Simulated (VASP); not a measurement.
Runs of VASP 6.6.1 on SnTe. The structure is that of space group Fm-3m (No. 225), or close to it. The cells are those of the table. 

| level | cell | share of exact exchange | screening parameter | gap on the mesh (eV) | pressure (GPa) |
| --- | --- | --- | --- | --- | --- |
| HF | a = 4.426 Å, angles 60.0°, 2 atoms | 1 | - | 2.07 | 4.3 |
| HSE06 | a = 4.485 Å, angles 60.0°, 2 atoms | 0.25 | 0.2079 1/Å | 0.12 | 0.0 |
| HF | a = 4.365 Å, angles 60.0°, 2 atoms | 1 | - | 2.46 | (a) |
| HF | a = 4.396 Å, angles 60.0°, 2 atoms | 1 | - | 2.26 | (b) |
| PBE-based screened hybrid with 30 % exact exchange | a = 4.456 Å, angles 60.0°, 2 atoms | 0.3 | 0.2 1/Å | 0.07 | 0.5 |

Alike in all rows: task single point; potentials or basis VASP PAW PBE potentials, release 64 (Te, Sn_d); no spin polarisation; k mesh 4 × 4 × 4; cutoff (eV) 520; smearing fermi-dirac 0.05 eV.

Task: Fill in the values left out.

Result: (a) 6.9; (b) 5.5.

Caveats: all runs use coarse meshes; the PAW data sets were made with another functional, which shifts forces and pressure a little; spin-orbit coupling is left out, which moves the levels of the heavy elements.

A k mesh can miss the band edges, and the runs leave out spin-orbit coupling on Sn, Te.
